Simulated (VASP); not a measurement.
# As (P6_3/mmc) in VASP: notebook

As is run at these levels: PBEsol; tasks: single point, relaxation of shape and atoms at fixed volume.

Everything below comes from runs of VASP 6.6.1. Logs are shortened: lines on timing, memory, paths and dates and some standing lists are left out, and cuts for length are marked.

### 1 The cell of the first run

The structure is hexagonal, space group P6_3/mmc (No. 194). Conventional cell: a = 2.948 Å, b = 2.948 Å, c = 4.891 Å, α = 90.00°, β = 90.00°, γ = 120.00°. Within 3.9 Å of As (site symmetry -6m2) lie 12 As at 2.95 to 2.98 Å.

### 2 Single point, PBEsol

Contents of INCAR:

```
PREC = Accurate
ENCUT = 520
EDIFF = 1E-7
ISMEAR = -1
SIGMA = 0.08
LREAL = F
LASPH = T
NELM = 60
ALGO = Normal
ISIF = 2
LWAVE = F
LCHARG = F
GGA = PS
NBANDS = 12
```

Contents of KPOINTS:

```
regular mesh
0
Gamma
  14 14 8
```

Contents of POSCAR:

```
As
1.0
    2.9477861448      0.0000000000      0.0000000000
   -1.4738930724      2.5528576864      0.0000000000
    0.0000000000      0.0000000000      4.8906897916
As
2
Direct
    0.3333333333      0.6666666667      0.2500000000
    0.6666666667      0.3333333333      0.7500000000
```

Potentials or basis: VASP PAW PBE potentials, release 64 (As).

Started as:

```console
> cat potpaw_PBE.64/As/POTCAR > POTCAR
> mpirun -np 1 vasp_std > vasp.out
```

OUTCAR:

```text
PREC = Accurate
   ENCUT = 520
   EDIFF = 1E-7
   ISMEAR = -1
   LREAL = F
   LASPH = T
   NELM = 60
   ISIF = 2
   GGA = PS

 ion  position               nearest neighbor table
   1  0.333  0.667  0.250-
   2  0.667  0.333  0.750-

  LATTYP: Found a hexagonal cell.
 ALAT       =     2.9477861448
 C/A-ratio  =     1.6591060380

  Lattice vectors:

 A1 = (   2.9477861448,   0.0000000000,   0.0000000000)
 A2 = (  -1.4738930724,   2.5528576864,   0.0000000000)
 A3 = (   0.0000000000,   0.0000000000,   4.8906897916)

Analysis of symmetry for initial positions (statically):
=====================================================================
 Subroutine PRICEL returns:
 Original cell was already a primitive cell.

 Routine SETGRP: Setting up the symmetry group for a
 hexagonal supercell.

 Subroutine GETGRP returns: Found 24 space group operations
 (whereof 12 operations were pure point group operations)
 out of a pool of 24 trial point group operations.

The static configuration has the point symmetry D_3d.
 The point group associated with its full space group is D_6h.

Analysis of symmetry for dynamics (positions and initial velocities):
=====================================================================
 Subroutine PRICEL returns:
 Original cell was already a primitive cell.

 Routine SETGRP: Setting up the symmetry group for a
 hexagonal supercell.

 Subroutine GETGRP returns: Found 24 space group operations
 (whereof 12 operations were pure point group operations)
 out of a pool of 24 trial point group operations.

The dynamic configuration has the point symmetry D_3d.
 The point group associated with its full space group is D_6h.

 Subroutine INISYM returns: Found 24 space group operations
 (whereof 12 operations are pure point group operations),
 and found     1 'primitive' translations

----------------------------------------------------------------------------------------

                                     Primitive cell

  volume of cell :      36.8038

  direct lattice vectors                    reciprocal lattice vectors
     2.947786145  0.000000000  0.000000000     0.339237635  0.195858940  0.000000000
    -1.473893072  2.552857686  0.000000000     0.000000000  0.391717880  0.000000000
     0.000000000  0.000000000  4.890689792     0.000000000  0.000000000  0.204470135

  length of vectors
     2.947786145  2.947786145  4.890689792     0.391717880  0.391717880  0.204470135

  position of ions in fractional coordinates (direct lattice)
     0.333333333  0.666666667  0.250000000
     0.666666667  0.333333333  0.750000000

  ion indices of the primitive-cell ions
   primitive index   ion index
                 1           1
                 2           2

----------------------------------------------------------------------------------------

 KPOINTS: regular mesh

Automatic generation of k-mesh.
 Grid dimensions read from file:
 generate k-points for:   14   14    8

 Generating k-lattice:

  Cartesian coordinates                     Fractional coordinates (reciprocal lattice)
     0.024231260  0.013989924  0.000000000     0.071428571 -0.000000000  0.000000000
     0.000000000  0.027979849  0.000000000     0.000000000  0.071428571  0.000000000
     0.000000000  0.000000000  0.025558767     0.000000000  0.000000000  0.125000000

  Length of vectors
     0.027979849  0.027979849  0.025558767

  Shift w.r.t. Gamma in fractional coordinates (k-lattice)
     0.000000000  0.000000000  0.000000000

 Subroutine IBZKPT returns following result:
 ===========================================

 Found    120 irreducible k-points:

 Following reciprocal coordinates:
            Coordinates               Weight
  0.000000  0.000000  0.000000      1.000000
  0.071429  0.000000  0.000000      6.000000
  0.142857  0.000000  0.000000      6.000000
  0.214286  0.000000  0.000000      6.000000
  0.285714  0.000000  0.000000      6.000000
  0.357143  0.000000  0.000000      6.000000
[... 16 lines left out ...]
  0.285714  0.285714  0.000000      6.000000
  0.357143  0.285714  0.000000      6.000000
 [... further k-points ...]
   k-points           NKPTS =    120   k-points in BZ     NKDIM =    120   number of bands    NBANDS=     12
   number of dos      NEDOS =    301   number of ions     NIONS =      2
   total plane-waves  NPLWV =  20736
   dimension x,y,z NGX =    24 NGY =   24 NGZ =   36
   dimension x,y,z NGXF=    48 NGYF=   48 NGZF=   72
   ions per type =               2
   NGX,Y,Z   is equivalent  to a cutoff of  13.54, 13.54, 12.24 a.u.
   NGXF,Y,Z  is equivalent  to a cutoff of  27.07, 27.07, 24.47 a.u.
 SYSTEM =  unknown system
   PREC   = accura    normal or accurate (medium, high low for compatibility)
   ISTART =      0    job   : 0-new  1-cont  2-samecut
   ICHARG =      2    charge: 1-file 2-atom 10-const
   ISPIN  =      1    spin polarized calculation?
   LNONCOLLINEAR =      F non collinear calculations
   LSORBIT =      F    spin-orbit coupling
   LASPH  =      T    aspherical Exc in radial PAW
   ENCUT  =  520.0 eV  38.22 Ry    6.18 a.u.   5.48  5.48  9.09*2*pi/ulx,y,z
   NELM   =     60;   NELMIN=  2; NELMDL= -5     # of ELM steps
   EDIFF  = 0.1E-06   stopping-criterion for ELM
   LREAL  =      F    real-space projection
   EDIFFG = 0.1E-05   stopping-criterion for IOM
   NSW    =      0    number of steps for IOM
   IBRION =     -1    ionic relax: 0-MD 1-quasi-New 2-CG
   NFREE  =      0    steps in history (QN), initial steepest desc. (CG)
   ISIF   =      2    stress and relaxation
   ISYM   =      2    0-nonsym 1-usesym 2-fastsym
   POTIM  = 0.5000    time-step for ionic-motion
   TEBEG  =    0.0;   TEEND  =   0.0 temperature during run
   PSTRESS=    0.0 pullay stress
   NELECT =      10.0000    total number of electrons
   NUPDOWN=      -1.0000    fix difference up-down
   EMIN   =  10.00;   EMAX   =-10.00  energy-range for DOS
   EFERMI =   0.00;   METHOD = LEGACY
   ISMEAR =    -1;   SIGMA  =   0.08  broadening in eV -4-tet -1-fermi 0-gaus
   EFERMI_NEDOS =   21; number of points for ismear=-14 and -15
   IALGO  =     38    algorithm
   IMIX   =      4    mixing-type and parameters
     AMIX     =   0.40;   BMIX     =  1.00
     AMIX_MAG =   1.60;   BMIX_MAG =  1.00
  volume/ion in A,a.u.               =      18.40       124.18
  Fermi-wavevector in a.u.,A,eV,Ry     =   1.060337  2.003746 15.297229  1.124315
  Thomas-Fermi vector in A             =   2.195714
   LORBIT       =      0    0 simple, 1 ext, 2 COOP (PROOUT), +10 PAW based schemes
   GGA     = PS    functional components
   LHFCALC =     F    Hartree Fock is set to
   AEXX    =    0.0000 exact exchange contribution
   IVDW    =     0    specifies the selected vdW correction
   LEPSILON=     F    determine dielectric tensor
   LRPA    =     F    only Hartree local field effects (RPA)
 non-spin polarized calculation
  energy-cutoff  :      520.00
  volume of cell :       36.80
 maximum number of plane-waves:      1020
 NGX is ok and might be reduce to    24
   NGX = 11   NGY = 11   NGZ = 19

 number of electron      10.0000001 magnetization

 Free energy of the ion-electron system (eV)
  ---------------------------------------------------
  ext. energy  EPLUGINS =         0.00000000
  ---------------------------------------------------
  free energy    TOTEN  =        -9.35232318 eV

  energy without entropy =       -9.32478674  energy(sigma->0) =       -9.33855496

 E-fermi :   6.8686     XC(G=0): -11.0178

 val. band max:        6.8408237088   @ k =   0.2857   0.1429   0.3750
 cond. band min:       6.8691958818   @ k =   0.2857   0.0000   0.1250
 fundamental gap:      0.0283721731
 Fermi energy:         6.8686474305

 k-point     1 :       0.0000    0.0000    0.0000
  band No.  band energies     occupation
      1      -8.6563      2.00000
      2      -4.1845      2.00000
      3      -0.2530      2.00000
      4      11.1719      0.00000
      5      11.1719      0.00000
      6      12.6733      0.00000
      7      12.8370      0.00000
      8      12.8370      0.00000
      9      16.6727      0.00000
     10      18.4970      0.00000
     11      19.2812      0.00000
     12      19.2812      0.00000

 k-point     2 :       0.0714    0.0000    0.0000
  band No.  band energies     occupation
      1      -8.5448      2.00000
      2      -4.0843      2.00000
      3      -0.1392      2.00000
      4      10.0877      0.00000
      5      10.7719      0.00000
      6      12.2791      0.00000
      7      12.5957      0.00000
      8      12.8921      0.00000
      9      17.1461      0.00000
     10      18.0972      0.00000
     11      19.3469      0.00000
     12      19.4733      0.00000

 k-point     3 :       0.1429    0.0000    0.0000
  band No.  band energies     occupation
      1      -8.2114      2.00000
      2      -3.7881      2.00000
      3       0.2005      2.00000
      4       7.9845      0.00000
      5       9.9776      0.00000
      6      10.8706      0.00000
      7      12.2851      0.00000
      8      12.7421      0.00000
      9      15.9770      0.00000
     10      18.9860      0.00000
     11      19.1480      0.00000
     12      19.7037      0.00000
[... 286 lines left out ...]
 k-point    23 :       0.2857    0.2857    0.0000
  band No.  band energies     occupation
      1      -3.7557      2.00000
      2      -1.9749      2.00000
      3       1.9260      2.00000
      4       3.0368      2.00000
      5       4.7187      2.00000
      6       5.0864      2.00000
      7       6.2402      1.99923
      8       7.0719      0.14616
      9      11.7276      0.00000
     10      20.3462      0.00000
     11      20.9410      0.00000
     12      21.1245      0.00000

 k-point    24 :       0.3571    0.2857    0.0000
  band No.  band energies     occupation
      1      -3.0366      2.00000
      2      -2.4059      2.00000
      3       1.5464      2.00000
      4       3.8381      2.00000
      5       4.1535      2.00000
      6       5.4787      2.00000
      7       5.8356      2.00000
      8       6.3611      1.99649
      9      11.3798      0.00000
     10      20.5638      0.00000
     11      21.8524      0.00000
     12      22.7348      0.00000

 [... further k-points ...]
[... 5 lines left out ...]
  --------------------------------------------------------------------------------------
  -------------------------------------------------------------------------------------
  Total        0.0450758      0.0450758      0.0482948     -0.0000000      0.0000000      0.0000000
  in kB        1.9622829      1.9622829      2.1024137     -0.0000000      0.0000000      0.0000000
  external PRESSURE =       2.0089932 kB  Pullay stress =       0.0000000 kB

 VOLUME and BASIS-vectors are now :
 -----------------------------------------------------------------------------
  energy-cutoff  :      520.00
  volume of cell :       36.80
      direct lattice vectors                 reciprocal lattice vectors
     2.947786145  0.000000000  0.000000000     0.339237635  0.195858940  0.000000000
    -1.473893072  2.552857686  0.000000000     0.000000000  0.391717880  0.000000000
     0.000000000  0.000000000  4.890689792     0.000000000  0.000000000  0.204470135

 POSITION                                       TOTAL-FORCE (eV/Angst)
 -----------------------------------------------------------------------------------
     -0.00000      1.70191      1.22267         0.000000      0.000000      0.000000
      1.47389      0.85095      3.66802        -0.000000      0.000000      0.000000
 -----------------------------------------------------------------------------------
    total drift:                               -0.000000      0.000000      0.000000

  FREE ENERGIE OF THE ION-ELECTRON SYSTEM (eV)
  ---------------------------------------------------
  free  energy   TOTEN  =        -9.3523231780 eV

  energy  without entropy=       -9.3247867359  energy(sigma->0) =       -9.33855496
```

Run time: 37 s. Hardware: 1 thread of AMD EPYC 9R45 (Zen 5), shared host; peak memory 0.15 GiB.

Results:

```yaml
Free_energy: -9.3523 eV
Pressure: 0.2 GPa
Band_gap_on_the_k_mesh: zero (band 5 reaches 12.01 eV, above the bottom of band 6 at 3.19 eV)
```

Caveat: the PAW data sets were made with another functional, which shifts forces and pressure a little.

### 3 Single point, PBEsol

Contents of INCAR:

```
SYSTEM = As
ALGO = Normal
EDIFF = 1E-6
ENCUT = 520
GGA = PS
ISIF = 2
ISMEAR = -1
LASPH = .True.
LCHARG = .False.
LREAL = .False.
LWAVE = .False.
NBANDS = 12
NELM = 80
PREC = Accurate
SIGMA = 0.08
```

Contents of KPOINTS:

```
k-points
0
Gamma
  14 14 8
  0 0 0
```

POSCAR is that of step 2.

Potentials or basis: VASP PAW PBE potentials, release 64 (As).

Started as:

```console
> cat potpaw_PBE.64/As/POTCAR > POTCAR
> mpirun -np 1 vasp_std > vasp.out
```

It used 23 s of CPU time on 1 thread of AMD EPYC 9R45 (Zen 5), with other jobs on the host.

The run converged. Its results:

```
Free energy            : -9.3523 eV
Pressure               : 0.2 GPa
Band gap on the k mesh : zero (band 5 reaches 12.01 eV, above the bottom of band 6 at 3.19 eV)
```

Levels at points of the mesh, in eV from the Fermi level:
| k point | band 2 | band 3 | band 4 | band 5 | band 6 | band 7 | band 8 | band 9 |
| --- | --- | --- | --- | --- | --- | --- | --- | --- |
| (0.00, 0.00, 0.00) | -11.05 | -7.12 | 4.30 | 4.30 | 5.80 | 5.97 | 5.97 | 9.80 |
| (0.50, 0.00, 0.00) | -9.55 | -5.31 | -3.82 | -2.72 | -0.30 | 0.65 | 4.18 | 5.46 |
| (0.00, 0.00, 0.50) | -14.07 | -1.26 | -1.26 | 5.14 | 5.14 | 5.14 | 5.14 | 11.03 |
| (0.50, 0.00, 0.50) | -10.02 | -6.47 | -6.47 | 1.95 | 1.95 | 1.99 | 1.99 | 7.26 |

Caveat: the PAW data sets were made with another functional, which shifts forces and pressure a little.

### 4 Relaxation of shape and atoms at fixed volume, PBEsol

This run uses another cell than the first one, of 7.91 Å³/atom, 0.430 times its volume.

Contents of INCAR:

```
PREC     = Accurate       # precision mode
ENCUT    = 600            # plane-wave cutoff, eV
EDIFF    = 1E-6           # SCF threshold, eV
ISMEAR   = -1             # smearing method
SIGMA    = 0.08           # smearing width, eV
LREAL    = False          # projectors in reciprocal space
LASPH    = True           # aspherical terms in the spheres
NELM     = 100            # most SCF steps
ALGO     = Normal         # electronic algorithm
ISIF     = 4              # what is computed and relaxed
LWAVE    = False          # write WAVECAR
LCHARG   = False          # write CHGCAR
GGA      = PS             # functional
IBRION   = 2              # ionic algorithm
NSW      = 50             # ionic steps
EDIFFG   = -0.005         # ionic threshold
```

Contents of KPOINTS:

```
Automatic mesh
0
Gamma
  14 14 8
```

Contents of POSCAR:

```
As
1.0
    2.2249424998      0.0000000000      0.0000000000
   -1.1124712499      1.9268567268      0.0000000000
    0.0000000000      0.0000000000      3.6914155355
As
2
Direct
    0.3333333333      0.6666666667      0.2500000000
    0.6666666667      0.3333333333      0.7500000000
```

Started as:

```console
> cat potpaw_PBE.64/As/POTCAR > POTCAR
> mpirun -np 1 vasp_std > vasp.out
```

Run time: 41 s. Hardware: 1 thread of AMD EPYC 9R45 (Zen 5), shared host; peak memory 0.11 GiB.

The run converged. Its results:

| Property | Result |
| --- | --- |
| Free energy | 5.6727 eV |
| Energy gained by relaxing | 16.3 meV/atom |
| Ionic steps | 4 |
| Pressure after relaxing | 495.3 GPa |
| Band gap on the k mesh | zero (band 5 reaches 33.08 eV, above the bottom of band 6 at 12.62 eV) |

Stress tensor (GPa, compression positive):
```
495.37   0.00   0.00
  0.00 495.37   0.00
  0.00   0.00 495.26
```

Step by step:
```
step  energy change (eV)  largest force (eV/Å)  pressure (GPa)  volume (Å³)
   1              0.0000                0.0000          496.42        15.83
   2             -0.0324                0.0000          495.29        15.83
   3             -0.0323                0.0000          495.42        15.83
   4             -0.0326                0.0000          495.33        15.83
```

Final structure:
```
CELL_PARAMETERS angstrom
2.27681 0.00000 0.00000
-1.13841 1.97178 0.00000
0.00000 0.00000 3.52513
ATOMIC_POSITIONS crystal
As 0.33333 0.66667 0.25000
As 0.66667 0.33333 0.75000
```

Levels at points of the mesh, in eV from the Fermi level:
| k point | band 3 | band 4 | band 5 | band 6 | band 7 | band 8 |
| --- | --- | --- | --- | --- | --- | --- |
| (0.00, 0.00, 0.00) | -14.04 | 8.75 | 8.75 | 11.48 | 11.48 | 13.27 |
| (0.50, 0.00, 0.00) | -6.96 | -5.62 | -3.69 | -3.55 | -0.43 | 5.46 |
| (0.00, 0.00, 0.50) | 0.46 | 0.46 | 11.64 | 11.64 | 11.64 | 11.64 |
| (0.50, 0.00, 0.50) | -13.36 | -13.36 | 3.08 | 3.08 | 6.88 | 6.88 |

Caveat: the PAW data sets were made with another functional, which shifts forces and pressure a little.

### 5 Relaxation of shape and atoms at fixed volume, PBEsol

This run uses another cell than the first one, of 9.20 Å³/atom, 0.500 times its volume.

Contents of INCAR:

```
SYSTEM = As
PREC = Accurate ; ENCUT = 600
EDIFF = 1E-6 ; ISMEAR = -1
SIGMA = 0.08 ; LREAL = .False.
LASPH = .True. ; NELM = 100
ALGO = Normal ; ISIF = 4
LWAVE = .False. ; LCHARG = .False.
GGA = PS ; IBRION = 2
NSW = 50 ; EDIFFG = -0.005
```

Contents of KPOINTS:

```
regular mesh
0
Gamma
  14 14 8
  0 0 0
```

Contents of POSCAR:

```
As
1.0
    2.3396594136      0.0000000000      0.0000000000
   -1.1698297068      2.0262044884      0.0000000000
    0.0000000000      0.0000000000      3.8817430600
As
2
Direct
    0.3333333333      0.6666666667      0.2500000000
    0.6666666667      0.3333333333      0.7500000000
```

Started as:

```console
> cat potpaw_PBE.64/As/POTCAR > POTCAR
> mpirun -np 1 vasp_std > vasp.out
```

Run time: 70 s. Hardware: 1 thread of AMD EPYC 9R45 (Zen 5), shared host; peak memory 0.12 GiB.

Results (log left out):

| Property | Result |
| --- | --- |
| Free energy | -0.4633 eV |
| Energy gained by relaxing | 9.4 meV/atom |
| Ionic steps | 7 |
| Pressure after relaxing | 289.1 GPa |
| Band gap on the k mesh | zero (band 5 reaches 27.92 eV, above the bottom of band 6 at 10.10 eV) |

The path:
```
step  energy change (eV)  largest force (eV/Å)  pressure (GPa)  volume (Å³)
   1              0.0000                0.0000          289.86        18.40
   2             -0.0140                0.0000          289.31        18.40
   3             -0.0156                0.0000          289.23        18.40
   4             -0.0187                0.0000          289.14        18.40
   5             -0.0187                0.0000          289.17        18.40
   6             -0.0187                0.0000          289.14        18.40
   7             -0.0187                0.0000          289.15        18.40
```

Final structure:
```cif
data_structure
_symmetry_space_group_name_H-M 'P 1'
_symmetry_Int_Tables_number 1
_cell_length_a 2.3979
_cell_length_b 2.3979
_cell_length_c 3.6956
_cell_angle_alpha 90.000
_cell_angle_beta 90.000
_cell_angle_gamma 120.000
_cell_volume 18.40
loop_
_atom_site_label
_atom_site_type_symbol
_atom_site_fract_x
_atom_site_fract_y
_atom_site_fract_z
_atom_site_occupancy
As1 As 0.33333 0.66667 0.25000 1
As2 As 0.66667 0.33333 0.75000 1
```

Levels at points of the mesh, in eV from the Fermi level:
| k point | band 1 | band 2 | band 3 | band 4 | band 5 | band 6 | band 7 | band 8 | band 9 |
| --- | --- | --- | --- | --- | --- | --- | --- | --- | --- |
| (0.00, 0.00, 0.00) | -24.79 | -13.79 | -12.91 | 7.50 | 7.50 | 10.48 | 10.48 | 13.22 | 13.68 |
| (0.50, 0.00, 0.00) | -16.17 | -15.36 | -5.98 | -4.97 | -3.91 | -2.72 | -0.30 | 4.88 | 9.60 |
| (0.00, 0.00, 0.50) | -21.96 | -21.96 | 0.62 | 0.62 | 9.96 | 9.96 | 9.96 | 9.96 | 13.98 |
| (0.50, 0.00, 0.50) | -13.58 | -13.58 | -12.21 | -12.21 | 2.77 | 2.77 | 6.13 | 6.13 | 7.94 |

Caveat: the PAW data sets were made with another functional, which shifts forces and pressure a little.

### 6 Overview

| task | cell | cutoff (eV) | gap on the mesh (eV) | pressure (GPa) |
| --- | --- | --- | --- | --- |
| single point | a = 2.948, b = 2.948, c = 4.891 Å, angles 90.0, 90.0, 120.0°, 2 atoms | 520 | none | 0.2 |
| relaxation of shape and atoms at fixed volume | relaxed from a = 2.225, b = 2.225, c = 3.691 Å, angles 90.0, 90.0, 120.0°, 2 atoms | 600 | none | 495.3 |
| relaxation of shape and atoms at fixed volume | relaxed from a = 2.340, b = 2.340, c = 3.882 Å, angles 90.0, 90.0, 120.0°, 2 atoms | 600 | none | 289.1 |

Alike in all rows: level PBEsol; potentials or basis VASP PAW PBE potentials, release 64 (As); no spin polarisation; k mesh 14 × 14 × 8; smearing fermi-dirac 0.08 eV.

Caveats: the PAW data sets were made with another functional, which shifts forces and pressure a little.

Absolute energies hang on the potentials; compare differences alone.
